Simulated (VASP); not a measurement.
# Ga (I4/mmm) in VASP: settings compared

Aim: see how the results for Ga move with the level of theory and the settings. Levels: PBE, LDA, r2SCAN. Tasks: electric field gradients.

Program: VASP 6.6.1. These are calculated values, not measurements. Logs are shortened: lines on timing, memory, paths and dates and some standing lists are left out, and cuts for length are marked.

**1. The cell of the first run**

It takes space group I4/mmm (No. 139, tetragonal). Conventional cell: a = 2.780 Å, b = 2.780 Å, c = 4.413 Å, α = 90.00°, β = 90.00°, γ = 90.00°. Within 3.7 Å of Ga (site symmetry 4/mmm) lie 12 Ga at 2.78 to 2.95 Å.

**2. Electric field gradients, PBE**

INCAR reads:

```
SYSTEM = Ga
PREC = Accurate
ENCUT = 520
EDIFF = 1E-8
ISMEAR = -1
SIGMA = 0.03
LREAL = .FALSE.
LASPH = .TRUE.
NELM = 80
ALGO = Normal
ISIF = 2
LWAVE = .FALSE.
LCHARG = .FALSE.
GGA = PE
LEFG = .TRUE.
ISYM = 0
NBANDS = 12
```

KPOINTS reads:

```
regular mesh
0
G
  16 16 16
  0 0 0
```

POSCAR reads:

```
Ga
1.0
   -1.3898172122      1.3898172122      2.2064833090
    1.3898172122     -1.3898172122      2.2064833090
    1.3898172122      1.3898172122     -2.2064833090
Ga
1
Direct
    0.0000000000      0.0000000000      0.0000000000
```

Potentials or basis: VASP PAW PBE potentials, release 64 (Ga_d).

On the command line:

```sh
$ cat potpaw_PBE.64/Ga_d/POTCAR > POTCAR
$ mpirun -np 1 vasp_std > vasp.out
```

OUTCAR:

```text
SYSTEM = Ga
   PREC = Accurate
   ENCUT = 520
   EDIFF = 1E-8
   ISMEAR = -1
   LREAL = .FALSE.
   LASPH = .TRUE.
   NELM = 80
   ISIF = 2
   GGA = PE
   ISYM = 0

 ion  position               nearest neighbor table
   1  0.000  0.000  0.000-

IMPORTANT INFORMATION: All symmetrisations will be switched off!
NOSYMM: (Re-)initialisation of all symmetry stuff for point group C_1.

----------------------------------------------------------------------------------------

                                     Primitive cell

  volume of cell :      17.0481

  direct lattice vectors                    reciprocal lattice vectors
    -1.389817212  1.389817212  2.206483309     0.000000000  0.359759539  0.226604932
     1.389817212 -1.389817212  2.206483309     0.359759539  0.000000000  0.226604932
     1.389817212  1.389817212 -2.206483309     0.359759539  0.359759539  0.000000000

  length of vectors
     2.954953868  2.954953868  2.954953868     0.425178458  0.425178458  0.508776820

  position of ions in fractional coordinates (direct lattice)
     0.000000000  0.000000000  0.000000000

  ion indices of the primitive-cell ions
   primitive index   ion index
                 1           1

----------------------------------------------------------------------------------------

 KPOINTS: regular mesh

Automatic generation of k-mesh.
 Grid dimensions read from file:
 generate k-points for:   16   16   16

 Generating k-lattice:

  Cartesian coordinates                     Fractional coordinates (reciprocal lattice)
     0.000000000  0.022484971  0.014162808     0.062500000  0.000000000  0.000000000
     0.022484971  0.000000000  0.014162808     0.000000000  0.062500000  0.000000000
     0.022484971  0.022484971  0.000000000     0.000000000  0.000000000  0.062500000

  Length of vectors
     0.026573654  0.026573654  0.031798551

  Shift w.r.t. Gamma in fractional coordinates (k-lattice)
     0.000000000  0.000000000  0.000000000

 Subroutine IBZKPT returns following result:
 ===========================================

 Found   2052 irreducible k-points:

 Following reciprocal coordinates:
            Coordinates               Weight
  0.000000  0.000000  0.000000      1.000000
  0.062500  0.000000  0.000000      2.000000
  0.000000  0.062500  0.000000      2.000000
  0.000000  0.062500 -0.062500      2.000000
  0.062500  0.000000 -0.062500      2.000000
  0.125000  0.000000  0.000000      2.000000
[... 16 lines left out ...]
  0.000000  0.375000  0.000000      2.000000
  0.000000  0.375000 -0.375000      2.000000
 [... further k-points ...]
   k-points           NKPTS =   2052   k-points in BZ     NKDIM =   2052   number of bands    NBANDS=     12
   number of dos      NEDOS =    301   number of ions     NIONS =      1
   total plane-waves  NPLWV =  13824
   dimension x,y,z NGX =    24 NGY =   24 NGZ =   24
   dimension x,y,z NGXF=    48 NGYF=   48 NGZF=   48
   ions per type =               1
   NGX,Y,Z   is equivalent  to a cutoff of  13.50, 13.50, 13.50 a.u.
   NGXF,Y,Z  is equivalent  to a cutoff of  27.00, 27.00, 27.00 a.u.
 SYSTEM =  Ga
   PREC   = accura    normal or accurate (medium, high low for compatibility)
   ISTART =      0    job   : 0-new  1-cont  2-samecut
   ICHARG =      2    charge: 1-file 2-atom 10-const
   ISPIN  =      1    spin polarized calculation?
   LNONCOLLINEAR =      F non collinear calculations
   LSORBIT =      F    spin-orbit coupling
   LASPH  =      T    aspherical Exc in radial PAW
   ENCUT  =  520.0 eV  38.22 Ry    6.18 a.u.   5.49  5.49  5.49*2*pi/ulx,y,z
   NELM   =     80;   NELMIN=  2; NELMDL= -5     # of ELM steps
   EDIFF  = 0.1E-07   stopping-criterion for ELM
   LREAL  =      F    real-space projection
   EDIFFG = 0.1E-06   stopping-criterion for IOM
   NSW    =      0    number of steps for IOM
   IBRION =     -1    ionic relax: 0-MD 1-quasi-New 2-CG
   NFREE  =      0    steps in history (QN), initial steepest desc. (CG)
   ISIF   =      2    stress and relaxation
   ISYM   =      0    0-nonsym 1-usesym 2-fastsym
   POTIM  = 0.5000    time-step for ionic-motion
   TEBEG  =    0.0;   TEEND  =   0.0 temperature during run
   PSTRESS=    0.0 pullay stress
   NELECT =      13.0000    total number of electrons
   NUPDOWN=      -1.0000    fix difference up-down
   EMIN   =  10.00;   EMAX   =-10.00  energy-range for DOS
   EFERMI =   0.00;   METHOD = LEGACY
   ISMEAR =    -1;   SIGMA  =   0.03  broadening in eV -4-tet -1-fermi 0-gaus
   EFERMI_NEDOS =   21; number of points for ismear=-14 and -15
   IALGO  =     38    algorithm
   IMIX   =      4    mixing-type and parameters
     AMIX     =   0.40;   BMIX     =  1.00
     AMIX_MAG =   1.60;   BMIX_MAG =  1.00
  volume/ion in A,a.u.               =      17.05       115.05
  Fermi-wavevector in a.u.,A,eV,Ry     =   1.495652  2.826373 30.435899  2.236975
  Thomas-Fermi vector in A             =   2.607769
   LORBIT       =      0    0 simple, 1 ext, 2 COOP (PROOUT), +10 PAW based schemes
   GGA     = PE    functional components
   LHFCALC =     F    Hartree Fock is set to
   AEXX    =    0.0000 exact exchange contribution
   IVDW    =     0    specifies the selected vdW correction
   LEPSILON=     F    determine dielectric tensor
   LRPA    =     F    only Hartree local field effects (RPA)
 non-spin polarized calculation
  energy-cutoff  :      520.00
  volume of cell :       17.05
 maximum number of plane-waves:       471
 NGX is ok and might be reduce to    24
   NGX = 11   NGY = 11   NGZ = 11

 number of electron      13.0000004 magnetization

 Free energy of the ion-electron system (eV)
  ---------------------------------------------------
  ext. energy  EPLUGINS =         0.00000000
  ---------------------------------------------------
  free energy    TOTEN  =        -2.85533061 eV

  energy without entropy =       -2.85453527  energy(sigma->0) =       -2.85493294

 E-fermi :   6.5375     XC(G=0): -11.5328

 val. band max:        6.5293430805   @ k =  -0.3125  -0.1875  -0.2500
 cond. band min:       6.6633546819   @ k =  -0.4375   0.4375  -0.3125
 fundamental gap:      0.1340116014
 Fermi energy:         6.5374530795

 k-point     1 :       0.0000    0.0000    0.0000
  band No.  band energies     occupation
      1      -8.5595      2.00000
      2      -8.4183      2.00000
      3      -8.4183      2.00000
      4      -8.3925      2.00000
      5      -8.2425      2.00000
      6      -5.3089      2.00000
      7      19.9317      0.00000
      8      19.9317      0.00000
      9      20.0038      0.00000
     10      23.1379      0.00000
     11      23.3180      0.00000
     12      23.9472      0.00000

 k-point     2 :       0.0625    0.0000    0.0000
  band No.  band energies     occupation
      1      -8.5532      2.00000
      2      -8.4207      2.00000
      3      -8.4131      2.00000
      4      -8.3906      2.00000
      5      -8.2457      2.00000
      6      -5.2003      2.00000
      7      18.5098      0.00000
      8      19.5868      0.00000
      9      19.7847      0.00000
     10      22.2974      0.00000
     11      23.8674      0.00000
     12      24.2799      0.00000

 k-point     3 :       0.0000    0.0625    0.0000
  band No.  band energies     occupation
      1      -8.5532      2.00000
      2      -8.4207      2.00000
      3      -8.4131      2.00000
      4      -8.3906      2.00000
      5      -8.2457      2.00000
      6      -5.2003      2.00000
      7      18.5098      0.00000
      8      19.5868      0.00000
      9      19.7847      0.00000
     10      22.2974      0.00000
     11      23.8674      0.00000
     12      24.2799      0.00000
[... 286 lines left out ...]
 k-point    23 :       0.0000    0.3750    0.0000
  band No.  band energies     occupation
      1      -8.5621      2.00000
      2      -8.5137      2.00000
      3      -8.3893      2.00000
      4      -8.2246      2.00000
      5      -8.2040      2.00000
      6      -1.3064      2.00000
      7       5.7953      2.00000
      8      15.9249      0.00000
      9      18.7550      0.00000
     10      20.0266      0.00000
     11      22.1159      0.00000
     12      24.1421      0.00000

 k-point    24 :       0.0000    0.3750   -0.3750
  band No.  band energies     occupation
      1      -8.5621      2.00000
      2      -8.5137      2.00000
      3      -8.3893      2.00000
      4      -8.2246      2.00000
      5      -8.2040      2.00000
      6      -1.3064      2.00000
      7       5.7953      2.00000
      8      15.9249      0.00000
      9      18.7550      0.00000
     10      20.0266      0.00000
     11      22.1159      0.00000
     12      24.1421      0.00000

 [... further k-points ...]
[... 5 lines left out ...]
  --------------------------------------------------------------------------------------
  -------------------------------------------------------------------------------------
  Total        0.7755608      0.7755608      0.6415653     -0.0000034     -0.0000086     -0.0000086
  in kB       72.8870584     72.8870542     60.2941855     -0.0003193     -0.0008042     -0.0008044
  external PRESSURE =      68.6894327 kB  Pullay stress =       0.0000000 kB

 VOLUME and BASIS-vectors are now :
 -----------------------------------------------------------------------------
  energy-cutoff  :      520.00
  volume of cell :       17.05
      direct lattice vectors                 reciprocal lattice vectors
    -1.389817212  1.389817212  2.206483309     0.000000000  0.359759539  0.226604932
     1.389817212 -1.389817212  2.206483309     0.359759539  0.000000000  0.226604932
     1.389817212  1.389817212 -2.206483309     0.359759539  0.359759539  0.000000000

 POSITION                                       TOTAL-FORCE (eV/Angst)
 -----------------------------------------------------------------------------------
      0.00000      0.00000      0.00000        -0.000000      0.000000     -0.000000
 -----------------------------------------------------------------------------------
    total drift:                               -0.000000      0.000000     -0.000000

  FREE ENERGIE OF THE ION-ELECTRON SYSTEM (eV)
  ---------------------------------------------------
  free  energy   TOTEN  =        -2.8553306133 eV

  energy  without entropy=       -2.8545352654  energy(sigma->0) =       -2.85493294

 Electric field gradients (V/A^2)
---------------------------------------------------------------------
 ion       V_xx      V_yy      V_zz      V_xy      V_xz      V_yz
---------------------------------------------------------------------
   1     -11.209   -11.209    22.418    -0.001    -0.001    -0.001
---------------------------------------------------------------------

 Electric field gradients after diagonalization (V/A^2)
 (convention: |V_zz| > |V_xx| > |V_yy|)
----------------------------------------------------------------------
 ion       V_xx      V_yy      V_zz     asymmetry (V_yy - V_xx)/ V_zz
----------------------------------------------------------------------
   1     -11.210   -11.208    22.418       0.000
----------------------------------------------------------------------

           NMR quadrupolar parameters

 Cq : quadrupolar parameter    Cq=e*Q*V_zz/h
 eta: asymmetry parameters     (V_yy - V_xx)/ V_zz
 Q  : nuclear electric quadrupole moment in mb (millibarn)
----------------------------------------------------------------------
 ion       Cq(MHz)       eta       Q (mb)
----------------------------------------------------------------------
   1       0.054       0.000       1.000
----------------------------------------------------------------------
```

Wall time 2.2 min (1 thread of Intel Xeon 6975P-C (Granite Rapids), shared host); peak memory 0.48 GiB.

What came out:

- Free energy: -2.8553 eV
- Pressure: 6.9 GPa

Levels at points of the mesh, in eV from the Fermi level:
```
           k point  band 2  band 3  band 4  band 5  band 6  band 7  band 8  band 9  band 10  band 11
(0.00, 0.00, 0.00)  -14.96  -14.96  -14.93  -14.78  -11.85   13.39   13.39   13.47    16.60    16.78
(0.50, 0.00, 0.00)  -15.06  -14.94  -14.74  -14.70   -4.98   -4.44    8.99   12.26    13.10    15.84
(0.00, 0.50, 0.00)  -15.06  -14.94  -14.74  -14.70   -4.98   -4.44    8.99   12.26    13.10    15.84
(0.00, 0.50, 0.50)  -15.06  -14.94  -14.74  -14.70   -4.98   -4.44    8.99   12.26    13.10    15.84
(0.50, 0.00, 0.50)  -15.06  -14.94  -14.74  -14.70   -4.98   -4.44    8.99   12.26    13.10    15.84
(0.50, 0.50, 0.00)  -15.17  -14.74  -14.74  -14.62   -2.35   -1.23    4.24    5.16     8.33     8.44
(0.00, 0.00, 0.50)  -15.17  -14.74  -14.74  -14.62   -2.35   -1.23    4.24    5.16     8.33     8.44
(0.50, 0.50, 0.50)  -15.17  -14.71  -14.70  -14.70   -3.82   -3.81    6.71    6.71     9.94    10.90
```

Electric field gradients, principal values (V/Å²):
```csv
atom,least,middle,greatest (by size)
1 Ga,-11.208,-11.210,22.418
```

Caveat: without QUAD_EFG the Cq values of the log hold for a quadrupole moment of 1 mb, not for the nuclei.

(Part 1 of 2 ends here.)
